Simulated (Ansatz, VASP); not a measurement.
AlN: VASP beside Ansatz

```
Al N
1.0
     3.31353    0.00000    0.00000
    -1.65677    2.86960    0.00000
     0.00000    0.00000    4.18775
Al N
2 2
Direct
  0.33333 0.66667 0.00000
  0.66667 0.33333 0.50000
  0.33333 0.66667 0.50000
  0.66667 0.33333 0.00000
```

Alike in both runs: functional PBE; k mesh 9 × 9 × 4; occupations gaussian, width 0.1 eV; no spin polarisation.

Ansatz relaxed the structure, and its values are those at the end. VASP's run is a single point on that final structure, the one shown.

|  | VASP | Ansatz |
| --- | --- | --- |
| version | VASP 6.6.1 | Ansatz 0.2.0 |
| potentials or method | VASP PAW PBE potentials, release 64 (Al, N), cutoff 600 eV | scalar-relativistic, plane waves, PAW |
| valence electrons in the cell | 16 | 16 |

|  | VASP | Ansatz | Ansatz less VASP |
| --- | --- | --- | --- |
| gap on the k mesh at the Fermi level (eV) | 3.26 | 3.25 | -0.010 |
| least direct gap on the mesh (eV) | 3.26 | 3.25 | -0.010 |
| pressure (GPa) | -0.3 | 0.1 | +0.37 |
